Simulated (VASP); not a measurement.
Write the native input for VASP 6.6.1 that does the following.

```
Task                   : single point
Functional             : LDA
Potentials or basis    : VASP PAW LDA potentials, release 64 (Sb, Au)
Cutoff                 : 520 eV
k mesh                 : 12 × 12 × 12
Occupations            : fermi-dirac, width 0.15 eV
Spin                   : no spin polarisation
Dipole correction      : no
Further INCAR settings : ALGO = Normal; EDIFF = 1e-07; NBANDS = 18
```

The structure of Sb2Au lies in POSCAR:

```
Sb2Au
1.0
    0.0000000000      3.3394021890      3.3394021890
    3.3394021890      0.0000000000      3.3394021890
    3.3394021890      3.3394021890      0.0000000000
Sb Au
2 1
Direct
    0.2500000000      0.2500000000      0.2500000000
    0.7500000000      0.7500000000      0.7500000000
    0.0000000000      0.0000000000      0.0000000000
```

The input as run:

INCAR

```
PREC     = Accurate       # precision mode
ENCUT    = 520            # plane-wave cutoff, eV
EDIFF    = 1E-7           # SCF threshold, eV
ISMEAR   = -1             # smearing method
SIGMA    = 0.15           # smearing width, eV
LREAL    = F              # projectors in reciprocal space
LASPH    = T              # aspherical terms in the spheres
NELM     = 60             # most SCF steps
ALGO     = Normal         # electronic algorithm
ISIF     = 2              # what is computed and relaxed
LWAVE    = F              # write WAVECAR
LCHARG   = F              # write CHGCAR
GGA      = CA             # functional
NBANDS   = 18             # bands
```

KPOINTS

```
regular mesh
0
Gamma
  12 12 12
```

Potentials or basis: VASP PAW LDA potentials, release 64 (Sb, Au).

Run with:

```bash
$ cat potpaw_LDA.64/Sb/POTCAR potpaw_LDA.64/Au/POTCAR > POTCAR
$ mpirun -np 1 vasp_std > vasp.out
```

Results of the run:

The pressure is 2.1 GPa and the band gap on the k mesh is zero (an odd number of electrons rules out a gap without spin polarisation).

Caveat: spin-orbit coupling is left out, which moves the levels of the heavy elements.

Wall time 110 s on 1 thread of Intel(R) Xeon(R) 6975P-C (Granite Rapids) (shared host), peak memory 0.24 GiB.
